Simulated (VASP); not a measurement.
# Ta (Im-3m) in VASP: notebook, part 2 of 2

VASP 6.6.1. Earlier steps stand in the parts before.

## 6. Relaxation of cell and atoms, PBE

This run uses another cell than the first one, of 18.01 Å³/atom.

File INCAR:

```
  ALGO = Normal
  EDIFF = 1E-7
  EDIFFG = -0.005
  ENCUT = 600
  GGA = PE
  IBRION = 2
  ISIF = 3
  ISMEAR = -1
  LASPH = True
  LCHARG = False
  LREAL = False
  LWAVE = False
  NELM = 60
  NSW = 100
  PREC = Accurate
  SIGMA = 0.05
```

File KPOINTS:

```
k-points
0
Gamma
  14 14 14
```

File POSCAR:

```
Ta
1.0
   -1.6512800000      1.6512800000      1.6512800000
    1.6512800000     -1.6512800000      1.6512800000
    1.6512800000      1.6512800000     -1.6512800000
Ta
1
Direct
    0.0000000000      0.0000000000      0.0000000000
```

Potentials or basis: VASP PAW PBE potentials, release 64 (Ta_pv).

Command:

```console
$ cat potpaw_PBE.64/Ta_pv/POTCAR > POTCAR
$ mpirun -np 1 vasp_std > vasp.out
```

OUTCAR:

```text
EDIFF = 1E-7
   EDIFFG = -0.005
   ENCUT = 600
   GGA = PE
   IBRION = 2
   ISIF = 3
   ISMEAR = -1
   LASPH = True
   LREAL = False
   NELM = 60
   NSW = 100
   PREC = Accurate

 ion  position               nearest neighbor table
   1  0.000  0.000  0.000-

  LATTYP: Found a body centered cubic cell.
 ALAT       =     3.3025600000

  Lattice vectors:

 A1 = (  -1.6512800000,   1.6512800000,   1.6512800000)
 A2 = (   1.6512800000,  -1.6512800000,   1.6512800000)
 A3 = (   1.6512800000,   1.6512800000,  -1.6512800000)

Analysis of symmetry for initial positions (statically):
=====================================================================
 Subroutine PRICEL returns:
 Original cell was already a primitive cell.

 Routine SETGRP: Setting up the symmetry group for a
 body centered cubic supercell.

 Subroutine GETGRP returns: Found 48 space group operations
 (whereof 48 operations were pure point group operations)
 out of a pool of 48 trial point group operations.

The static configuration has the point symmetry O_h .

Analysis of symmetry for dynamics (positions and initial velocities):
=====================================================================
 Subroutine PRICEL returns:
 Original cell was already a primitive cell.

 Routine SETGRP: Setting up the symmetry group for a
 body centered cubic supercell.

 Subroutine GETGRP returns: Found 48 space group operations
 (whereof 48 operations were pure point group operations)
 out of a pool of 48 trial point group operations.

The dynamic configuration has the point symmetry O_h .

 Subroutine INISYM returns: Found 48 space group operations
 (whereof 48 operations are pure point group operations),
 and found     1 'primitive' translations

----------------------------------------------------------------------------------------

                                     Primitive cell

[... 123 lines left out ...]
 maximum number of plane-waves:       616
   NGX = 11   NGY = 11   NGZ = 11

--------------------------------------- Ionic step        1  -------------------------------------------

 number of electron      11.0000002 magnetization

 Free energy of the ion-electron system (eV)
  ---------------------------------------------------
  ext. energy  EPLUGINS =         0.00000000
  ---------------------------------------------------
  free energy    TOTEN  =       -11.82081671 eV

  energy without entropy =      -11.81269578  energy(sigma->0) =      -11.81675625

------------------------ aborting loop because EDIFF is reached ----------------------------------------

  FORCE on cell =-STRESS in cart. coord.  units (eV):
  Direction    XX          YY          ZZ          XY          YZ          ZX
  --------------------------------------------------------------------------------------
  -------------------------------------------------------------------------------------
  Total        0.3606466      0.3606466      0.3606466     -0.0000000     -0.0000000      0.0000000
  in kB       32.0826489     32.0826489     32.0826489     -0.0000000     -0.0000000      0.0000000
  external PRESSURE =      32.0826489 kB  Pullay stress =       0.0000000 kB
[... 57 lines left out ...]
--------------------------------------- Ionic step        3  -------------------------------------------

 number of electron      11.0000001 magnetization

 Free energy of the ion-electron system (eV)
  ---------------------------------------------------
  ext. energy  EPLUGINS =         0.00000000
  ---------------------------------------------------
  free energy    TOTEN  =       -11.82355299 eV

  energy without entropy =      -11.81542261  energy(sigma->0) =      -11.81948780

 E-fermi :   5.3644     XC(G=0): -12.5394

 val. band max:        5.3562100539   @ k =   0.3571   0.1429   0.1429
 cond. band min:       5.3933936858   @ k =   0.0714   0.0714   0.0714
 fundamental gap:      0.0371836319
 Fermi energy:         5.3643984573

 k-point     1 :       0.0000    0.0000    0.0000
  band No.  band energies     occupation
      1     -27.7709      2.00000
      2     -27.7709      2.00000
      3     -27.7709      2.00000
      4      -2.4948      2.00000
      5       6.0960      0.00000
      6       6.0960      0.00000
      7       6.0960      0.00000
      8       9.3148      0.00000
      9       9.3148      0.00000
[... 265 lines left out ...]
 k-point    24 :       0.3571    0.2857    0.0000
  band No.  band energies     occupation
      1     -28.6268      2.00000
      2     -28.4565      2.00000
      3     -27.9105      2.00000
      4       2.8525      2.00000
      5       4.1249      2.00000
      6       4.6550      2.00000
      7       9.5217      0.00000
      8      10.0810      0.00000
      9      14.1284      0.00000

 [... further k-points ...]

------------------------ aborting loop because EDIFF is reached ----------------------------------------

  FORCE on cell =-STRESS in cart. coord.  units (eV):
  Direction    XX          YY          ZZ          XY          YZ          ZX
  --------------------------------------------------------------------------------------
  -------------------------------------------------------------------------------------
  Total       -0.0033928     -0.0033928     -0.0033928     -0.0000000     -0.0000000      0.0000000
  in kB       -0.2971857     -0.2971857     -0.2971857     -0.0000000     -0.0000000      0.0000000
  external PRESSURE =      -0.2971857 kB  Pullay stress =       0.0000000 kB
[... 16 lines left out ...]
  FREE ENERGIE OF THE ION-ELECTRON SYSTEM (eV)
  ---------------------------------------------------
  free  energy   TOTEN  =       -11.8235529866 eV

  energy  without entropy=      -11.8154226145  energy(sigma->0) =      -11.81948780

 reached required accuracy - stopping structural energy minimisation
```

Wall time 61 s (1 thread of Intel Xeon 8259CL, shared host); peak memory 0.17 GiB.

Results:

```
Free energy                           : -11.8236 eV
Relaxed volume                        : 18.29 Å³/atom
Relaxed cell                          : a = 2.875 Å, b = 2.875 Å, c = 2.875 Å, α = 109.47°, β = 109.47°, γ = 109.47°
Space group after relaxing (to 0.1 Å) : Im-3m (No. 229)
Energy gained by relaxing             : 2.7 meV/atom
Ionic steps                           : 3
Pressure after relaxing               : 0.0 GPa
Band gap on the k mesh                : zero (an odd number of electrons rules out a gap without spin polarisation)
```

The path:
| step | energy change (eV) | largest force (eV/Å) | pressure (GPa) | volume (Å³) |
| --- | --- | --- | --- | --- |
| 1 | 0.0000 | 0.0000 | 3.21 | 18.01 |
| 2 | 0.0123 | 0.0000 | -6.86 | 18.97 |
| 3 | -0.0027 | 0.0000 | -0.03 | 18.29 |

Final structure:
```
Ta
1.0
    -1.65982    1.65982    1.65982
     1.65982   -1.65982    1.65982
     1.65982    1.65982   -1.65982
Ta
1
Direct
  0.00000 0.00000 0.00000
```

Levels at points of the mesh, in eV from the Fermi level:
```tsv
k point	band 1	band 2	band 3	band 4	band 5	band 6	band 7	band 8	band 9
(0.00, 0.00, 0.00)	-33.14	-33.14	-33.14	-7.86	0.73	0.73	0.73	3.95	3.95
(0.50, 0.00, 0.00)	-34.25	-33.50	-33.14	-4.31	-1.50	1.52	3.82	4.83	7.64
(0.50, 0.50, 0.50)	-33.91	-33.91	-33.91	-3.71	-3.71	6.71	6.71	6.71	8.51
```

Caveat: spin-orbit coupling is left out, which moves the levels of the heavy elements. Zero-point motion and thermal expansion aren't in these numbers.

## 7. Relaxation of cell and atoms, PBE+D4

This run uses another cell than the first one, of 18.01 Å³/atom.

File INCAR:

```
SYSTEM = Ta
  PREC = Accurate
  ENCUT = 600
  EDIFF = 1E-7
  ISMEAR = -1
  SIGMA = 0.05
  LREAL = .False.
  LASPH = .True.
  NELM = 60
  ALGO = Normal
  ISIF = 3
  LWAVE = .False.
  LCHARG = .False.
  GGA = PE
  IVDW = 13
  IBRION = 2
  NSW = 100
  EDIFFG = -0.005
```

File KPOINTS:

```
Automatic mesh
0
Gamma
  14 14 14
  0 0 0
```

POSCAR is that of step 6.

Command:

```console
$ cat potpaw_PBE.64/Ta_pv/POTCAR > POTCAR
$ mpirun -np 1 vasp_std > vasp.out
```

It took 53 s on 1 thread of Intel Xeon 8259CL, shared host; peak memory 0.15 GiB.

It converged, with:

| Property | Result |
| --- | --- |
| Free energy | -12.1402 eV |
| Relaxed volume | 18.05 Å³/atom |
| Relaxed cell | a = 2.862 Å, b = 2.862 Å, c = 2.862 Å, α = 109.47°, β = 109.47°, γ = 109.47° |
| Space group after relaxing (to 0.1 Å) | Im-3m (No. 229) |
| Energy gained by relaxing | 0.0 meV/atom |
| Ionic steps | 3 |
| Pressure after relaxing | 0.0 GPa |
| Band gap on the k mesh | zero (an odd number of electrons rules out a gap without spin polarisation) |
| Dispersion energy per atom | -0.319 eV |

Final structure:
```xyz
1
Lattice="-1.6524 1.6524 1.6524 1.6524 -1.6524 1.6524 1.6524 1.6524 -1.6524" Properties=species:S:1:pos:R:3 pbc="T T T"
Ta    0.0000    0.0000    0.0000
```

Levels at points of the mesh, in eV from the Fermi level:
| k point | band 3 | band 4 | band 5 | band 6 | band 7 | band 8 |
| --- | --- | --- | --- | --- | --- | --- |
| (0.00, 0.00, 0.00) | -33.08 | -7.90 | 0.74 | 0.74 | 0.74 | 4.00 |
| (0.50, 0.00, 0.00) | -33.08 | -4.36 | -1.53 | 1.58 | 3.88 | 4.91 |
| (0.50, 0.50, 0.50) | -33.89 | -3.79 | -3.79 | 6.82 | 6.82 | 6.82 |

Caveat: spin-orbit coupling is left out, which moves the levels of the heavy elements.

## 8. Overview

```csv
task,level,cell,cutoff (eV),gap on the mesh (eV),pressure (GPa),relaxed volume (Å³/atom)
single point,PBE,"a = 2.874 Å, angles 109.5°, 1 atom",520,none,0.1,-
single point,PBE+D4,"a = 2.861 Å, angles 109.5°, 1 atom",520,none,0.1,-
relaxation of cell and atoms,PBE,"relaxed from a = 2.860 Å, angles 109.5°, 1 atom",600,none,0.0,18.29
relaxation of cell and atoms,PBE+D4,"relaxed from a = 2.860 Å, angles 109.5°, 1 atom",600,none,0.0,18.05
```

Alike in all rows: potentials or basis VASP PAW PBE potentials, release 64 (Ta_pv); no spin polarisation; k mesh 14 × 14 × 14; smearing fermi-dirac 0.05 eV.

Caveats: spin-orbit coupling is left out, which moves the levels of the heavy elements.

Total energies depend on the potentials used, so only differences within one code and one set of settings carry meaning.
